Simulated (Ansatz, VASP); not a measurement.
Two plane-wave programs on KBr

Contents of POSCAR:

```
KBr
1.0
    0.0000000000      3.7248194820      3.7248194820
    3.7248194820      0.0000000000      3.7248194820
    3.7248194820      3.7248194820      0.0000000000
K Br
1 1
Direct
    0.0000000000      0.0000000000      0.0000000000
    0.2500000000      0.2500000000      0.2500000000
```

INCAR.step1

```
SYSTEM = KBr
ALGO = Normal ; EDIFF = 1E-4
ENCUT = 520 ; GGA = PE
ISMEAR = 0 ; LASPH = .True.
LCHARG = .False. ; LREAL = .False.
LWAVE = .True. ; NBANDS = 15
NELM = 80 ; PREC = Accurate
SIGMA = 0.01
```

INCAR.step2

```
SYSTEM = KBr
ALGO = Normal ; EDIFF = 1E-6
ENCUT = 520 ; ISIF = 2
ISMEAR = 0 ; ISTART = 1
LASPH = .True. ; LCHARG = .True.
LELF = .True. ; LMIXTAU = .True.
LREAL = .False. ; LVHAR = .True.
LWAVE = .False. ; METAGGA = R2SCAN
NBANDS = 15 ; NELM = 80
PREC = Accurate ; SIGMA = 0.01
```

File KPOINTS:

```
k-points
0
Gamma
  6 6 6
  0 0 0
```

Input for Ansatz:

```yaml
crystal:
  lattice:
    - [0.0, 3.724819482, 3.724819482]
    - [3.724819482, 0.0, 3.724819482]
    - [3.724819482, 3.724819482, 0.0]
  atoms:
    - { symbol: K, position: [0.0, 0.0, 0.0] }
    - { symbol: Br, position: [0.25, 0.25, 0.25] }
kpoints:
  mp_grid: { grid: [6, 6, 6] }
hamiltonian:
  xc: r2scan
scf:
  occupations: { method: fixed }
  n_extra_bands: 4
output:
  forces: true
  stress: true
  eigenvalues: true
```

Alike in both runs: task single point; functional r2SCAN; k mesh 6 × 6 × 6; no spin polarisation.

|  | VASP | Ansatz |
| --- | --- | --- |
| version | VASP 6.6.1 | Ansatz 0.2.0 |
| potentials or method | VASP PAW PBE potentials, release 64 (K_sv, Br) | plane waves, PAW |
| plane-wave cutoff (eV) | 520 | 500 |
| occupations | gaussian, width 0.01 eV | fixed |
| valence electrons in the cell | 16 | 16 |

|  | VASP | Ansatz | Ansatz less VASP |
| --- | --- | --- | --- |
| gap on the k mesh at the Fermi level (eV) | 4.80 | 4.80 | -0.001 |
| pressure (GPa) | -0.3 | -0.3 | 0.00 |

VASP's potentials were made for PBE, not for r2SCAN.
